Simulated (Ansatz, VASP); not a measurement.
# SiC in VASP and in Ansatz

```
CELL_PARAMETERS angstrom
3.05638 0.00000 0.00000
0.00000 5.01566 0.00000
0.00000 0.00000 19.52920
ATOMIC_POSITIONS crystal
Si 0.00000 0.58498 0.42405
Si 0.50000 0.05891 0.44823
Si 0.50000 0.55891 0.55177
Si 0.00000 0.08498 0.57595
C 0.00000 0.92742 0.41404
C 0.50000 0.42869 0.45230
C 0.50000 0.92869 0.54770
C 0.00000 0.42742 0.58596
```

Alike in both runs: functional LDA; k mesh 8 × 5 × 1; occupations fermi-dirac, width 0.02 eV; no spin polarisation.

Ansatz relaxed the structure, and its values are those at the end. VASP's run is a single point on that final structure, the one shown.

```csv
,VASP,Ansatz
version,VASP 6.6.1,Ansatz 0.2.0
potentials or method,"VASP PAW LDA potentials, release 64 (Si, C)","PAW with Ansatz's default frozen-core files, scalar-relativistic"
plane-wave cutoff (eV),520,420
valence electrons in the cell,32,32
```

```csv
,VASP,Ansatz,Ansatz less VASP
gap on the k mesh at the Fermi level (eV),1.27,1.28,+0.017
rms of the force components (eV/Å),0.009,0.001,-0.0079
```

LDA's correlation is that of Perdew and Zunger in VASP and of Perdew and Wang (1992) in Ansatz. Ansatz's warnings: stress scf threshold loose, xc potential rough in thin density.
